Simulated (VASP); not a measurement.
# GaN in VASP: relaxation of the atoms with PBEsol

Aim: the relaxation of the atoms of GaN with PBEsol.

Program: VASP 6.6.1. These are calculated values, not measurements. Logs are shortened: lines on timing, memory, paths and dates and some standing lists are left out, and cuts for length are marked.

### 1 The cell of the first run

The cell holds a slab with vacuum, 12 atoms: a = 3.183 Å, b = 5.185 Å, c = 23.431 Å, α = 90.00°, β = 90.00°, γ = 90.00°.

### 2 Relaxation of the atoms, PBEsol

File INCAR:

```
SYSTEM = GaN
  PREC = Accurate
  ENCUT = 520
  EDIFF = 1E-6
  ISMEAR = 0
  SIGMA = 0.05
  LREAL = .FALSE.
  LASPH = .TRUE.
  NELM = 100
  ALGO = Normal
  ISIF = 2
  LWAVE = .FALSE.
  LCHARG = .FALSE.
  LDIPOL = .TRUE.
  IDIPOL = 3
  DIPOL = 0.5 0.5 0.500
  GGA = PS
  IBRION = 2
  NSW = 90
  EDIFFG = -0.03
  KPAR = 4
```

File KPOINTS:

```
regular mesh
0
G
  8 5 1
  0 0 0
```

File POSCAR:

```
GaN
1.0
    3.1825784922      0.0000000000      0.0000000000
    0.0000000000      5.1854260796      0.0000000000
    0.0000000000      0.0000000000     23.4311189222
Ga N
6 6
Selective dynamics
Direct
    0.0000000000      0.0008058929      0.3627654329  F F F
    0.5000000000      0.5008058929      0.4019753092  F F F
    0.5000000000      0.0008058929      0.4803950618  F F F
    0.0000000000      0.5008058929      0.5196049382  T T T
    0.0000000000      0.0008058929      0.5980246908  T T T
    0.5000000000      0.5008058929      0.6372345671  T T T
    0.0000000000      0.6241941071      0.3627654329  F F F
    0.5000000000      0.1241941071      0.4019753092  F F F
    0.5000000000      0.6241941071      0.4803950618  F F F
    0.0000000000      0.1241941071      0.5196049382  T T T
    0.0000000000      0.6241941071      0.5980246908  T T T
    0.5000000000      0.1241941071      0.6372345671  T T T
```

Potentials or basis: VASP PAW PBE potentials, release 64 (Ga_d, N).

Command:

```bash
$ cat potpaw_PBE.64/Ga_d/POTCAR potpaw_PBE.64/N/POTCAR > POTCAR
$ mpirun -np 4 vasp_std > vasp.out
```

OUTCAR:

```text
SYSTEM = GaN
   PREC = Accurate
   ENCUT = 520
   EDIFF = 1E-6
   ISMEAR = 0
   LREAL = .FALSE.
   LASPH = .TRUE.
   NELM = 100
   ISIF = 2
   GGA = PS
   IBRION = 2
   NSW = 90
   EDIFFG = -0.03

 ion  position               nearest neighbor table
   1  0.000  0.001  0.363-   8 1.95   8 1.95   7 1.95
   2  0.500  0.501  0.402-   9 1.95   7 1.95   7 1.95   8 1.95
   3  0.500  0.001  0.480-   8 1.95  10 1.95  10 1.95   9 1.95
   4  0.000  0.501  0.520-  11 1.95   9 1.95   9 1.95  10 1.95
   5  0.000  0.001  0.598-  10 1.95  12 1.95  12 1.95  11 1.95
   6  0.500  0.501  0.637-  11 1.95  11 1.95  12 1.95
   7  0.000  0.624  0.363-   2 1.95   2 1.95   1 1.95
   8  0.500  0.124  0.402-   3 1.95   1 1.95   1 1.95   2 1.95
   9  0.500  0.624  0.480-   2 1.95   4 1.95   4 1.95   3 1.95
  10  0.000  0.124  0.520-   5 1.95   3 1.95   3 1.95   4 1.95
  11  0.000  0.624  0.598-   4 1.95   6 1.95   6 1.95   5 1.95
  12  0.500  0.124  0.637-   5 1.95   5 1.95   6 1.95

  LATTYP: Found a simple orthorhombic cell.
 ALAT       =     3.1825784922
 B/A-ratio  =     1.6293160066
 C/A-ratio  =     7.3623066893

  Lattice vectors:

 A1 = (   3.1825784922,   0.0000000000,   0.0000000000)
 A2 = (   0.0000000000,   5.1854260796,   0.0000000000)
 A3 = (   0.0000000000,   0.0000000000,  23.4311189222)

Analysis of symmetry for initial positions (statically):
=====================================================================
 Subroutine PRICEL returns:
 Original cell was already a primitive cell.

 Routine SETGRP: Setting up the symmetry group for a
 simple orthorhombic supercell.

 Subroutine GETGRP returns: Found  4 space group operations
 (whereof  2 operations were pure point group operations)
 out of a pool of  8 trial point group operations.

The static configuration has the point symmetry C_1h.
 The point group associated with its full space group is C_2v.

Analysis of symmetry for dynamics (positions and initial velocities):
=====================================================================
 Subroutine PRICEL returns:
 Original cell was already a primitive cell.

 Routine SETGRP: Setting up the symmetry group for a
 simple orthorhombic supercell.

[... 154 lines left out ...]
   GGA     = PS    functional components
   LHFCALC =     F    Hartree Fock is set to
   AEXX    =    0.0000 exact exchange contribution
   IVDW    =     0    specifies the selected vdW correction
   LEPSILON=     F    determine dielectric tensor
   LRPA    =     F    only Hartree local field effects (RPA)
 conjugate gradient relaxation of ions
 non-spin polarized calculation
 Gauss-broadening in eV      SIGMA  =   0.05
  energy-cutoff  :      520.00
  volume of cell :      386.68
 maximum number of plane-waves:     10480
 NGX is ok and might be reduce to    24
   NGX = 11   NGY = 19   NGZ = 87

--------------------------------------- Ionic step        1  -------------------------------------------

 number of electron     107.9999977 magnetization

 Free energy of the ion-electron system (eV)
  ---------------------------------------------------
  ext. energy  EPLUGINS =         0.00000000
  ---------------------------------------------------
  free energy    TOTEN  =       -74.09421368 eV

  energy without entropy =      -74.09421368  energy(sigma->0) =      -74.09421368

------------------------ aborting loop because EDIFF is reached ----------------------------------------

  FORCE on cell =-STRESS in cart. coord.  units (eV):
  Direction    XX          YY          ZZ          XY          YZ          ZX
  --------------------------------------------------------------------------------------
  -------------------------------------------------------------------------------------
  Total       -1.4212539     -8.3425336     -1.9001758      0.0000000     -0.0000044      0.0000000
  in kB       -5.8887843    -34.5662247     -7.8731362      0.0000000     -0.0000184      0.0000000
  external PRESSURE =     -16.1093817 kB  Pullay stress =       0.0000000 kB
[... 119 lines left out ...]
  FREE ENERGIE OF THE ION-ELECTRON SYSTEM (eV)
  ---------------------------------------------------
  free  energy   TOTEN  =       -74.5158521835 eV

  energy  without entropy=      -74.5158521835  energy(sigma->0) =      -74.51585218

 dipolmoment           0.000000      0.000000     -0.000663 electrons x Angstroem

 vacuum level on the upper side and lower side of the slab       (xc-potential included)        -0.056        -0.212

[... ionic steps 4 to 18 ...]

--------------------------------------- Ionic step       19  -------------------------------------------

 number of electron     107.9999983 magnetization

------------------------ aborting loop because EDIFF is reached ----------------------------------------
[... 87 lines left out ...]
--------------------------------------- Ionic step       21  -------------------------------------------

 number of electron     107.9999983 magnetization

 dipolmoment           0.000000      0.000000      0.010732 electrons x Angstroem

 Free energy of the ion-electron system (eV)
  ---------------------------------------------------
  ext. energy  EPLUGINS =         0.00000000
  ---------------------------------------------------
  free energy    TOTEN  =       -74.63914759 eV

  energy without entropy =      -74.63914759  energy(sigma->0) =      -74.63914759

 E-fermi :  -1.1524     XC(G=0):  -4.8224

 val. band max:       -1.3925658861   @ k =   0.0000   0.0000   0.0000
 cond. band min:      -0.6558705396   @ k =   0.0000   0.0000   0.0000
 fundamental gap:      0.7366953465
 Fermi energy:        -1.1524317669

 k-point     1 :       0.0000    0.0000    0.0000
  band No.  band energies     occupation
      1     -17.8609      2.00000
      2     -17.4851      2.00000
      3     -17.1118      2.00000
      4     -16.8521      2.00000
      5     -16.7030      2.00000
      6     -16.1023      2.00000
[... 994 lines left out ...]
     63       5.7688      0.00000
     64       5.9439      0.00000

------------------------ aborting loop because EDIFF is reached ----------------------------------------

 vacuum level on the upper side and lower side of the slab       (xc-potential included)         0.039        -0.074

  FORCE on cell =-STRESS in cart. coord.  units (eV):
  Direction    XX          YY          ZZ          XY          YZ          ZX
  --------------------------------------------------------------------------------------
  -------------------------------------------------------------------------------------
  Total        1.5005559     -2.6715874     -0.4055916      0.0000000      0.5775485      0.0000000
  in kB        6.2173619    -11.0693817     -1.6805172      0.0000000      2.3929988      0.0000000
  external PRESSURE =      -2.1775123 kB  Pullay stress =       0.0000000 kB
[... 27 lines left out ...]
  FREE ENERGIE OF THE ION-ELECTRON SYSTEM (eV)
  ---------------------------------------------------
  free  energy   TOTEN  =       -74.6391475889 eV

  energy  without entropy=      -74.6391475889  energy(sigma->0) =      -74.63914759

 reached required accuracy - stopping structural energy minimisation

 vacuum level on the upper side and lower side of the slab         3.858         3.742
```

Run time: 25 min. Hardware: 4 MPI ranks of Intel Xeon Platinum 8488C (Sapphire Rapids), shared host; peak memory 0.62 GiB.

What came out:

* Free energy: -74.6391 eV
* Energy gained by relaxing: 45.4 meV/atom
* Ionic steps: 21
* Band gap on the k mesh: 0.74 eV

The path:
| step | energy change (eV) | largest force on free atoms (eV/Å) | pressure (GPa) |
| --- | --- | --- | --- |
| 1 | 0.0000 | 2.6092 | -1.61 |
| 2 | -0.4108 | 1.2770 | -1.07 |
| 3 | -0.4216 | 1.3548 | -0.92 |
| 4 | -0.4995 | 0.5310 | -0.75 |
| 5 | -0.5015 | 0.5566 | -0.72 |
| 6 | -0.5213 | 0.4181 | -0.57 |
| 7 | -0.5213 | 0.4210 | -0.56 |
| 8 | -0.5317 | 0.2296 | -0.52 |
| 9 | -0.5335 | 0.2917 | -0.49 |
| 10 | -0.5391 | 0.1381 | -0.43 |
| 11 | -0.5397 | 0.1718 | -0.41 |
| 12 | -0.5416 | 0.1882 | -0.39 |
| 13 | -0.5419 | 0.0976 | -0.39 |
| 14 | -0.5430 | 0.0868 | -0.34 |
| 15 | -0.5432 | 0.0918 | -0.32 |
| 16 | -0.5441 | 0.0569 | -0.29 |
| 17 | -0.5445 | 0.0747 | -0.25 |
| 18 | -0.5447 | 0.0818 | -0.21 |
| 19 | -0.5448 | 0.0477 | -0.22 |
| 20 | -0.5449 | 0.0365 | -0.21 |
| 21 | -0.5449 | 0.0295 | -0.22 |

Final structure:
```cif
data_structure
_symmetry_space_group_name_H-M 'P 1'
_symmetry_Int_Tables_number 1
_cell_length_a 3.1826
_cell_length_b 5.1854
_cell_length_c 23.4311
_cell_angle_alpha 90.000
_cell_angle_beta 90.000
_cell_angle_gamma 90.000
_cell_volume 386.68
loop_
_atom_site_label
_atom_site_type_symbol
_atom_site_fract_x
_atom_site_fract_y
_atom_site_fract_z
_atom_site_occupancy
Ga1 Ga 0.00000 0.00081 0.36277 1
Ga2 Ga 0.50000 0.50081 0.40198 1
Ga3 Ga 0.50000 0.00081 0.48040 1
Ga4 Ga 0.00000 0.49894 0.51714 1
Ga5 Ga 0.00000 0.00661 0.60114 1
Ga6 Ga 0.50000 0.47295 0.62457 1
N1 N 0.00000 0.62419 0.36277 1
N2 N 0.50000 0.12419 0.40198 1
N3 N 0.50000 0.62419 0.48040 1
N4 N 0.00000 0.12383 0.51822 1
N5 N 0.00000 0.63209 0.59849 1
N6 N 0.50000 0.12697 0.63485 1
```

Caveat: semilocal functionals underestimate gaps, and a narrow one can read as zero; the PAW data sets were made with another functional, which shifts forces and pressure a little.
